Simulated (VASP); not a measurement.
# Rb2Al4Au (I4/mmm) in VASP: a series of runs

Runs on Rb2Al4Au. Level: PBE. Tasks: single point.

Everything below comes from runs of VASP 6.6.1. Logs are shortened: lines on timing, memory, paths and dates and some standing lists are left out, and cuts for length are marked.

## (1) The cell of the first run

The structure is tetragonal, space group I4/mmm (No. 139). Conventional cell: a = 7.277 Å, b = 7.277 Å, c = 5.945 Å, α = 90.00°, β = 90.00°, γ = 90.00°. Rb (site symmetry -4m2) has 2 Rb at 2.97 Å and 8 Al at 3.02 Å within 3.9 Å. Al (site symmetry m2m) has 4 Al at 2.87 to 3.17 Å and 4 Rb at 3.02 Å and 3 Au at 3.12 to 3.60 Å within 3.8 Å. Au (site symmetry 4/mmm) has 12 Al at 3.12 to 3.60 Å and 8 Rb at 3.93 Å within 4.1 Å.

## (2) Single point, PBE

File INCAR:

```
SYSTEM = Rb2Al4Au
ALGO = Normal ; EDIFF = 1E-6
ENCUT = 520 ; GGA = PE
ISIF = 2 ; ISMEAR = 0
LASPH = .True. ; LCHARG = .True.
LELF = .True. ; LREAL = .False.
LVHAR = .True. ; LWAVE = .False.
NBANDS = 30 ; NELM = 100
PREC = Accurate ; SIGMA = 0.1
```

File KPOINTS:

```
k-points
0
Gamma
  4 4 4
  0 0 0
```

File POSCAR:

```
Rb2Al4Au
1.0
   -3.6382844280      3.6382844280      2.9726388265
    3.6382844280     -3.6382844280      2.9726388265
    3.6382844280      3.6382844280     -2.9726388265
Rb Al Au
2 4 1
Direct
    0.7500000000      0.2500000000      0.5000000000
    0.2500000000      0.7500000000      0.5000000000
    0.3030000000      0.3030000000      0.6060000000
    0.3030000000      0.6970000000      0.0000000000
    0.6970000000      0.6970000000      0.3940000000
    0.6970000000      0.3030000000      0.0000000000
    0.0000000000      0.0000000000      0.0000000000
```

Potentials or basis: VASP PAW PBE potentials, release 64 (Rb_sv, Al, Au).

Launch:

```bash
cat potpaw_PBE.64/Rb_sv/POTCAR potpaw_PBE.64/Al/POTCAR potpaw_PBE.64/Au/POTCAR > POTCAR
mpirun -np 1 vasp_std > vasp.out
```

OUTCAR:

```text
SYSTEM = Rb2Al4Au
   EDIFF = 1E-6
   ENCUT = 520
   GGA = PE
   ISIF = 2
   ISMEAR = 0
   LASPH = .True.
   LREAL = .False.
   NELM = 100
   PREC = Accurate

 ion  position               nearest neighbor table
   1  0.750  0.250  0.500-   2 2.97   2 2.97   5 3.02   3 3.02   4 3.02   4 3.02   6 3.02   6 3.02
                             5 3.02   3 3.02   7 3.93   7 3.93   7 3.93   7 3.93   2 5.15   2 5.15
   2  0.250  0.750  0.500-   1 2.97   1 2.97   5 3.02   3 3.02   6 3.02   6 3.02   4 3.02   4 3.02
                             3 3.02   5 3.02   7 3.93   7 3.93   7 3.93   7 3.93   1 5.15   1 5.15
   3  0.303  0.303  0.606-   4 2.87   6 2.87   2 3.02   1 3.02   1 3.02   2 3.02   7 3.12   5 3.17
                             5 3.17
   4  0.303  0.697  0.000-   3 2.87   5 2.87   1 3.02   1 3.02   2 3.02   2 3.02   7 3.12   6 3.17
                             6 3.17
   5  0.697  0.697  0.394-   4 2.87   6 2.87   2 3.02   1 3.02   1 3.02   2 3.02   7 3.12   3 3.17
                             3 3.17
   6  0.697  0.303  0.000-   3 2.87   5 2.87   2 3.02   2 3.02   1 3.02   1 3.02   7 3.12   4 3.17
                             4 3.17
   7  0.000  0.000  0.000-   4 3.12   6 3.12   3 3.12   5 3.12   1 3.93   2 3.93   1 3.93   2 3.93
                             2 3.93   1 3.93   2 3.93   1 3.93

  LATTYP: Found a body centered tetragonal cell.
 ALAT       =     7.2765688560
 C/A-ratio  =     0.8170441001

  Lattice vectors:

 A1 = (  -3.6382844280,   3.6382844280,   2.9726388265)
 A2 = (   3.6382844280,  -3.6382844280,   2.9726388265)
 A3 = (   3.6382844280,   3.6382844280,  -2.9726388265)

Analysis of symmetry for initial positions (statically):
=====================================================================
 Subroutine PRICEL returns:
 Original cell was already a primitive cell.

 Routine SETGRP: Setting up the symmetry group for a
 body centered tetragonal supercell.

 Subroutine GETGRP returns: Found 16 space group operations
 (whereof 16 operations were pure point group operations)
 out of a pool of 16 trial point group operations.

The static configuration has the point symmetry D_4h.

Analysis of symmetry for dynamics (positions and initial velocities):
=====================================================================
 Subroutine PRICEL returns:
 Original cell was already a primitive cell.

 Routine SETGRP: Setting up the symmetry group for a
 body centered tetragonal supercell.

 Subroutine GETGRP returns: Found 16 space group operations
 (whereof 16 operations were pure point group operations)
 out of a pool of 16 trial point group operations.

The dynamic configuration has the point symmetry D_4h.

 Subroutine INISYM returns: Found 16 space group operations
 (whereof 16 operations are pure point group operations),
 and found     1 'primitive' translations

----------------------------------------------------------------------------------------

                                     Primitive cell

  volume of cell :     157.3966

  direct lattice vectors                    reciprocal lattice vectors
    -3.638284428  3.638284428  2.972638826     0.000000000  0.137427408  0.168200723
     3.638284428 -3.638284428  2.972638826     0.137427408  0.000000000  0.168200723
     3.638284428  3.638284428 -2.972638826     0.137427408  0.137427408  0.000000000

  length of vectors
     5.942289858  5.942289858  5.942289858     0.217204456  0.217204456  0.194351705

  position of ions in fractional coordinates (direct lattice)
     0.750000000  0.250000000  0.500000000
     0.250000000  0.750000000  0.500000000
     0.303000000  0.303000000  0.606000000
     0.303000000  0.697000000  0.000000000
     0.697000000  0.697000000  0.394000000
     0.697000000  0.303000000  0.000000000
     0.000000000  0.000000000  0.000000000

  ion indices of the primitive-cell ions
   primitive index   ion index
                 1           1
                 2           2
                 3           3
                 4           4
                 5           5
                 6           6
                 7           7

----------------------------------------------------------------------------------------

 KPOINTS: k-points

Automatic generation of k-mesh.
 Grid dimensions read from file:
 generate k-points for:    4    4    4

 Generating k-lattice:

  Cartesian coordinates                     Fractional coordinates (reciprocal lattice)
     0.000000000  0.034356852  0.042050181     0.250000000 -0.000000000  0.000000000
     0.034356852  0.000000000  0.042050181    -0.000000000  0.250000000  0.000000000
     0.034356852  0.034356852  0.000000000     0.000000000  0.000000000  0.250000000

  Length of vectors
     0.054301114  0.054301114  0.048587926

  Shift w.r.t. Gamma in fractional coordinates (k-lattice)
     0.000000000  0.000000000  0.000000000

 Subroutine IBZKPT returns following result:
 ===========================================

 Found     13 irreducible k-points:

 Following reciprocal coordinates:
            Coordinates               Weight
  0.000000  0.000000  0.000000      1.000000
  0.250000  0.000000  0.000000      8.000000
  0.500000  0.000000  0.000000      4.000000
  0.250000  0.250000  0.000000      8.000000
  0.500000  0.250000  0.000000     16.000000
 -0.250000  0.250000  0.000000      4.000000
  0.500000  0.500000  0.000000      2.000000
  0.250000  0.250000  0.250000      2.000000
 -0.250000  0.250000  0.250000      4.000000
  0.500000  0.500000  0.250000      4.000000
 -0.250000  0.500000  0.250000      8.000000
 -0.250000 -0.250000  0.250000      2.000000
  0.500000  0.500000  0.500000      1.000000
   k-points           NKPTS =     13   k-points in BZ     NKDIM =     13   number of bands    NBANDS=     30
   number of dos      NEDOS =    301   number of ions     NIONS =      7
   total plane-waves  NPLWV = 110592
   dimension x,y,z NGX =    48 NGY =   48 NGZ =   48
   dimension x,y,z NGXF=    96 NGYF=   96 NGZF=   96
   ions per type =               2   4   1
   NGX,Y,Z   is equivalent  to a cutoff of  13.43, 13.43, 13.43 a.u.
   NGXF,Y,Z  is equivalent  to a cutoff of  26.86, 26.86, 26.86 a.u.
 SYSTEM =  Rb2Al4Au
   PREC   = accura    normal or accurate (medium, high low for compatibility)
   ISTART =      0    job   : 0-new  1-cont  2-samecut
   ICHARG =      2    charge: 1-file 2-atom 10-const
   ISPIN  =      1    spin polarized calculation?
   LNONCOLLINEAR =      F non collinear calculations
   LSORBIT =      F    spin-orbit coupling
   LASPH  =      T    aspherical Exc in radial PAW
   ENCUT  =  520.0 eV  38.22 Ry    6.18 a.u.  11.05 11.05 11.05*2*pi/ulx,y,z
   NELM   =    100;   NELMIN=  2; NELMDL= -5     # of ELM steps
   EDIFF  = 0.1E-05   stopping-criterion for ELM
   LREAL  =      F    real-space projection
   EDIFFG = 0.1E-04   stopping-criterion for IOM
   NSW    =      0    number of steps for IOM
   IBRION =     -1    ionic relax: 0-MD 1-quasi-New 2-CG
   NFREE  =      0    steps in history (QN), initial steepest desc. (CG)
   ISIF   =      2    stress and relaxation
   ISYM   =      2    0-nonsym 1-usesym 2-fastsym
   POTIM  = 0.5000    time-step for ionic-motion
   TEBEG  =    0.0;   TEEND  =   0.0 temperature during run
   PSTRESS=    0.0 pullay stress
   NELECT =      41.0000    total number of electrons
   NUPDOWN=      -1.0000    fix difference up-down
   EMIN   =  10.00;   EMAX   =-10.00  energy-range for DOS
   EFERMI =   0.00;   METHOD = LEGACY
   ISMEAR =     0;   SIGMA  =   0.10  broadening in eV -4-tet -1-fermi 0-gaus
   EFERMI_NEDOS =   21; number of points for ismear=-14 and -15
   IALGO  =     38    algorithm
   IMIX   =      4    mixing-type and parameters
     AMIX     =   0.40;   BMIX     =  1.00
     AMIX_MAG =   1.60;   BMIX_MAG =  1.00
  volume/ion in A,a.u.               =      22.49       151.74
  Fermi-wavevector in a.u.,A,eV,Ry     =   1.045533  1.975770 14.873055  1.093139
  Thomas-Fermi vector in A             =   2.180332
   LORBIT       =      0    0 simple, 1 ext, 2 COOP (PROOUT), +10 PAW based schemes
   GGA     = PE    functional components
   LHFCALC =     F    Hartree Fock is set to
   AEXX    =    0.0000 exact exchange contribution
   IVDW    =     0    specifies the selected vdW correction
   LEPSILON=     F    determine dielectric tensor
   LRPA    =     F    only Hartree local field effects (RPA)
 non-spin polarized calculation
 Gauss-broadening in eV      SIGMA  =   0.10
  energy-cutoff  :      520.00
  volume of cell :      157.40
 maximum number of plane-waves:      4258
 NGX is ok and might be reduce to    48
   NGX = 23   NGY = 23   NGZ = 23

 number of electron      41.0000001 magnetization

 Free energy of the ion-electron system (eV)
  ---------------------------------------------------
  ext. energy  EPLUGINS =         0.00000000
  ---------------------------------------------------
  free energy    TOTEN  =       -13.62455148 eV

  energy without entropy =      -13.58697464  energy(sigma->0) =      -13.60576306

 E-fermi :   4.7862     XC(G=0):  -9.6942

 val. band max:        4.7814797014   @ k =   0.2500   0.0000   0.0000
 cond. band min:       4.8105489925   @ k =   0.5000   0.5000   0.0000
 fundamental gap:      0.0290692911
 Fermi energy:         4.7861689486

 k-point     1 :       0.0000    0.0000    0.0000
  band No.  band energies     occupation
      1     -22.8686      2.00000
      2     -22.3066      2.00000
      3      -8.7371      2.00000
      4      -7.3299      2.00000
      5      -7.3299      2.00000
      6      -6.6824      2.00000
[... 22 lines left out ...]
     29       9.2833      0.00000
     30       9.8030      0.00000

 k-point     2 :       0.2500    0.0000    0.0000
  band No.  band energies     occupation
      1     -22.7920      2.00000
      2     -22.3952      2.00000
      3      -8.3360      2.00000
      4      -7.2782      2.00000
      5      -7.2675      2.00000
      6      -6.8096      2.00000
[... 355 lines left out ...]
 k-point    13 :       0.5000    0.5000    0.5000
  band No.  band energies     occupation
      1     -22.8618      2.00000
      2     -22.3097      2.00000
      3      -8.7938      2.00000
      4      -7.5514      2.00000
      5      -7.5514      2.00000
      6      -6.5905      2.00000
[... 22 lines left out ...]
     29       9.5987      0.00000
     30       9.5987      0.00000

------------------------ aborting loop because EDIFF is reached ----------------------------------------

  FORCE on cell =-STRESS in cart. coord.  units (eV):
  Direction    XX          YY          ZZ          XY          YZ          ZX
  --------------------------------------------------------------------------------------
  -------------------------------------------------------------------------------------
  Total        7.1394969      7.1394969      7.2594104      0.0000000      0.0000000      0.0000000
  in kB       72.6746180     72.6746180     73.8952458      0.0000000      0.0000000      0.0000000
  external PRESSURE =      73.0814940 kB  Pullay stress =       0.0000000 kB

 VOLUME and BASIS-vectors are now :
 -----------------------------------------------------------------------------
  energy-cutoff  :      520.00
  volume of cell :      157.40
      direct lattice vectors                 reciprocal lattice vectors
    -3.638284428  3.638284428  2.972638826     0.000000000  0.137427408  0.168200723
     3.638284428 -3.638284428  2.972638826     0.137427408  0.000000000  0.168200723
     3.638284428  3.638284428 -2.972638826     0.137427408  0.137427408  0.000000000

 POSITION                                       TOTAL-FORCE (eV/Angst)
 -----------------------------------------------------------------------------------
      0.00000      3.63828      1.48632        -0.000000     -0.000000      0.000000
      3.63828      0.00000      1.48632        -0.000000      0.000000      0.000000
      2.20480      2.20480     -0.00000         0.508918      0.508918     -0.000000
      1.43348     -1.43348      2.97264        -0.508918      0.508918      0.000000
      1.43348      1.43348      2.97264        -0.508918     -0.508918      0.000000
     -1.43348      1.43348      2.97264         0.508918     -0.508918      0.000000
      0.00000      0.00000      0.00000        -0.000000     -0.000000      0.000000
 -----------------------------------------------------------------------------------
    total drift:                                0.000000     -0.000000     -0.000000

  FREE ENERGIE OF THE ION-ELECTRON SYSTEM (eV)
  ---------------------------------------------------
  free  energy   TOTEN  =       -13.6245514781 eV

  energy  without entropy=      -13.5869746414  energy(sigma->0) =      -13.60576306
```

Wall time 57 s (1 thread of Intel Xeon 6975P-C (Granite Rapids), shared host); peak memory 0.34 GiB.

Results:

- Free energy: -13.6246 eV
- Pressure: 7.3 GPa
- Largest force: 0.720 eV/Å

Forces in eV/Å, atoms in the order of the input:
```
Rb   0.000  0.000  0.000
Rb   0.000  0.000  0.000
Al   0.509  0.509  0.000
Al  -0.509  0.509  0.000
Al  -0.509 -0.509  0.000
Al   0.509 -0.509  0.000
Au   0.000  0.000  0.000
```

Stress tensor (GPa, compression positive):
```
7.27 0.00 0.00
0.00 7.27 0.00
0.00 0.00 7.39
```

Levels at points of the mesh, in eV from the Fermi level:
| k point | band 19 | band 20 | band 21 | band 22 | band 23 | band 24 |
| --- | --- | --- | --- | --- | --- | --- |
| (0.00, 0.00, 0.00) | -0.30 | -0.30 | 0.23 | 0.62 | 0.64 | 0.64 |
| (0.50, 0.00, 0.00) | -1.68 | -0.08 | 0.49 | 1.94 | 1.95 | 2.38 |
| (0.50, 0.50, 0.00) | -0.53 | -0.38 | -0.35 | -0.24 | 0.02 | 2.10 |
| (0.50, 0.50, 0.50) | -1.24 | -0.53 | -0.53 | -0.30 | 0.66 | 2.17 |

Caveat: spin-orbit coupling is left out, which moves the levels of the heavy elements.

## (3) Single point, PBE

This run uses another cell than the first one, of 30.82 Å³/atom, 1.371 times its volume.

File INCAR:

```
SYSTEM = Rb2Al4Au
PREC     = Accurate       ! precision mode
ENCUT    = 520            ! plane-wave cutoff, eV
EDIFF    = 1E-6           ! SCF threshold, eV
ISMEAR   = 0              ! smearing method
SIGMA    = 0.1            ! smearing width, eV
LREAL    = .FALSE.        ! projectors in reciprocal space
LASPH    = .TRUE.         ! aspherical terms in the spheres
NELM     = 100            ! most SCF steps
ALGO     = Normal         ! electronic algorithm
ISIF     = 2              ! what is computed and relaxed
LWAVE    = .FALSE.        ! write WAVECAR
LCHARG   = .FALSE.        ! write CHGCAR
GGA      = PE             ! functional
NBANDS   = 30             ! bands
```

File KPOINTS:

```
regular mesh
0
G
  4 4 4
  0 0 0
```

File POSCAR:

```
Rb2Al4Au
1.0
   -4.2934146896      4.2934146896      2.9260941941
    4.2934146896     -4.2934146896      2.9260941941
    4.2934146896      4.2934146896     -2.9260941941
Rb Al Au
2 4 1
Direct
    0.7500000000      0.2500000000      0.5000000000
    0.2500000000      0.7500000000      0.5000000000
    0.3498152193      0.3498152193      0.6996304387
    0.3498152193      0.6501847807      0.0000000000
    0.6501847807      0.6501847807      0.3003695613
    0.6501847807      0.3498152193      0.0000000000
    0.0000000000      0.0000000000      0.0000000000
```

Potentials or basis: VASP PAW PBE potentials, release 64 (Rb_sv, Al, Au).

Launch:

```bash
cat potpaw_PBE.64/Rb_sv/POTCAR potpaw_PBE.64/Al/POTCAR potpaw_PBE.64/Au/POTCAR > POTCAR
mpirun -np 1 vasp_std > vasp.out
```

Run time: 93 s. Hardware: 1 thread of Intel Xeon 6975P-C (Granite Rapids), shared host; peak memory 0.38 GiB.

Results (log left out):

```yaml
Free_energy: -16.0269 eV
Pressure: 0.1 GPa
Largest_force: 0.030 eV/Å
```

Forces in eV/Å, atoms in the order of the input:
```
Rb   0.000  0.000  0.000
Rb   0.000  0.000  0.000
Al   0.022  0.022  0.000
Al  -0.022  0.022  0.000
Al  -0.022 -0.022  0.000
Al   0.022 -0.022  0.000
Au   0.000  0.000  0.000
```

Stress tensor (GPa, compression positive):
```
0.05 0.00 0.00
0.00 0.05 0.00
0.00 0.00 0.14
```

Levels at points of the mesh, in eV from the Fermi level:
```
           k point  band 17  band 18  band 19  band 20  band 21  band 22  band 23  band 24
(0.00, 0.00, 0.00)    -2.18    -1.09    -0.74    -0.65    -0.55     0.75     0.75     1.14
(0.50, 0.00, 0.00)    -2.37    -2.16    -1.49    -0.86     0.62     1.21     1.31     1.40
(0.50, 0.50, 0.00)    -1.75    -1.22    -0.91    -0.80     0.14     0.60     0.72     1.38
(0.50, 0.50, 0.50)    -1.59    -1.54    -1.53     0.04     0.36     0.36     1.24     1.55
```

Caveat: spin-orbit coupling is left out, which moves the levels of the heavy elements.
